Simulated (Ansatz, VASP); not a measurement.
## YAl3N4: VASP beside Ansatz

```
Y Al N
1.0
     3.07163   -4.28696    0.00000
     3.07163    4.28696    0.00000
     0.00000    0.00000    3.08278
Y Al N
1 3 4
Direct
  0.00000 0.00000 0.50000
  0.00000 0.50000 0.00000
  0.50000 0.00000 0.00000
  0.50000 0.50000 0.50000
  0.72525 0.72525 0.00000
  0.27475 0.27475 0.00000
  0.73475 0.26525 0.50000
  0.26525 0.73475 0.50000
```

Alike in both runs: functional PBE; k mesh 6 × 6 × 10; occupations gaussian, width 0.02 eV; no spin polarisation.

Ansatz relaxed the structure, and its values are those at the end. VASP's run is a single point on that final structure, the one shown.

|  | VASP | Ansatz |
| --- | --- | --- |
| version | VASP 6.6.1 | Ansatz 0.2.0 |
| potentials or method | VASP PAW PBE potentials, release 64 (Y_sv, Al, N), cutoff 520 eV | scalar-relativistic, plane waves, PAW |
| valence electrons in the cell | 40 | 40 |

VASP gave:

```
gap on the k mesh at the Fermi level (eV) : 1.76
least direct gap on the mesh (eV)         : 1.76
pressure (GPa)                            : -0.3
```

Task: Estimate Ansatz's values.

Result: gap on the k mesh at the Fermi level (eV): 1.76; least direct gap on the mesh (eV): 1.76; pressure (GPa): 0.0.

The functional is the same, so the differences come from potentials, cutoffs and numerics.
